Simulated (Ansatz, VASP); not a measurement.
# One calculation of CoCl2O2, two programs

Contents of INCAR:

```
ALGO = Normal
EDIFF = 1E-6
ENCUT = 520
GGA = PE
ISIF = 2
ISMEAR = -1
ISPIN = 2
LASPH = True
LCHARG = False
LMAXMIX = 4
LORBIT = 11
LREAL = False
LWAVE = False
MAGMOM = 2.5 0 0 0 0
NBANDS = 30
NELM = 150
NUPDOWN = 2.5
PREC = Accurate
SIGMA = 0.05
```

KPOINTS

```
k-points
0
Gamma
  4 4 7
```

POSCAR

```
CoCl2O2
1.0
    3.5808710000     -3.9269530000      0.0000000000
    3.5808710000      3.9269530000      0.0000000000
   -0.4203970000      0.0000000000      3.4576140000
Co Cl O
1 2 2
Direct
    0.0000000000      0.0000000000      0.0000000000
    0.7655230000      0.7655230000      0.4279410000
    0.2344770000      0.2344770000      0.5720590000
    0.7918370000      0.2081630000      0.0000000000
    0.2081630000      0.7918370000      0.0000000000
```

File input.yaml:

```yaml
crystal:
  lattice:
    - [3.580871, -3.926953, 0.0]
    - [3.580871, 3.926953, 0.0]
    - [-0.420397, 0.0, 3.457614]
  atoms:
    - { symbol: Co, position: [0.0, 0.0, 0.0], spin: 2.5 }
    - { symbol: Cl, position: [0.765523, 0.765523, 0.427941] }
    - { symbol: Cl, position: [0.234477, 0.234477, 0.572059] }
    - { symbol: O, position: [0.791837, 0.208163, 0.0] }
    - { symbol: O, position: [0.208163, 0.791837, 0.0] }
hamiltonian:
  xc: pbe
  pseudopotentials: { kind: paw }
magnetization:
  spin_polarized: true
  initial_magnetization: 2.5
  spin_locking: { lock_magnetization: hard }
kpoints:
  mp_grid: { grid: [4, 4, 7] }
scf:
  occupations: { method: fermi_dirac, width: 0.05 }
  lower_state_search: "off"
output:
  forces: true
  stress: true
  eigenvalues: true
```

Alike in both runs: task single point; functional PBE; k mesh 4 × 4 × 7; occupations fermi-dirac, width 0.05 eV; collinear spin; fixed moment 2.5 μB.

|  | VASP | Ansatz |
| --- | --- | --- |
| version | VASP 6.6.1 | Ansatz 0.2.0 |
| potentials or method | VASP PAW PBE potentials, release 64 (Co, Cl, O) | Ansatz PAW |
| plane-wave cutoff (eV) | 520 | 420 |
| valence electrons in the cell | 35 | 43 |

```csv
,VASP,Ansatz,Ansatz less VASP
pressure (GPa),0.3,0.5,+0.23
"traceless stress, the component that is largest in VASP (GPa)",4.52,4.14,-0.384
rms of the force components (eV/Å),0.357,0.329,-0.0278
net moment per atom (μB),0.50,0.50,0.000
size of the moment on the site where the two differ most (μB),1.07,1.01,-0.054
```

Site moments also hang on the region over which each program counts them. Atom by atom the forces differ by 0.028 eV/Å (rms over components). VASP's potentials hold 35 valence electrons a cell and Ansatz's 43, so a difference there can come from the potentials and not from the codes.
